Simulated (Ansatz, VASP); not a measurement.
**C in VASP and in Ansatz**

INCAR

```
SYSTEM = C
ALGO = Normal
EDIFF = 1E-6
ENCUT = 520
GGA = PE
ISIF = 2
ISMEAR = 0
LASPH = .TRUE.
LCHARG = .FALSE.
LREAL = .FALSE.
LWAVE = .FALSE.
NBANDS = 11
NELM = 100
PREC = Accurate
SIGMA = 0.05
```

Contents of KPOINTS:

```
k-points
0
G
  12 12 12
  0 0 0
```

File POSCAR:

```
C
1.0
    0.0000000000      1.6587423470      1.8713931158
    1.6587423470      0.0000000000      1.8713931158
    1.6587423470      1.6587423470      0.0000000000
C
2
Direct
    0.5000000000      0.5000000000      0.5000000000
    0.7500000000      0.7500000000      0.7500000000
```

Input for Ansatz:

```yaml
crystal:
  lattice:
    - [0.0, 1.658742347, 1.8713931158]
    - [1.658742347, 0.0, 1.8713931158]
    - [1.658742347, 1.658742347, 0.0]
  atoms:
    - { symbol: C, position: [0.5, 0.5, 0.5] }
    - { symbol: C, position: [0.75, 0.75, 0.75] }
basis:
  ecutwfc: 520.0
kpoints:
  mp_grid: { grid: [12, 12, 12] }
hamiltonian:
  xc: pbe
  pseudopotentials: { kind: paw, azcp: { folder: soft_1 } }
scf:
  occupations: { method: gaussian, width: 0.05 }
output:
  forces: true
  stress: true
  eigenvalues: true
```

Alike in both runs: task single point; functional PBE; k mesh 12 × 12 × 12; occupations gaussian, width 0.05 eV; no spin polarisation.

|  | VASP | Ansatz |
| --- | --- | --- |
| version | VASP 6.6.1 | Ansatz 0.2.0 |
| potentials or method | VASP PAW PBE potentials, release 64 (C), cutoff 520 eV | scalar-relativistic, plane waves, PAW |
| valence electrons in the cell | 8 | 8 |

VASP gave:

- gap on the k mesh at the Fermi level (eV): 2.77
- least direct gap on the mesh (eV): 4.75

Task: Estimate Ansatz's values.

Result: gap on the k mesh at the Fermi level (eV): 2.78; least direct gap on the mesh (eV): 4.75.
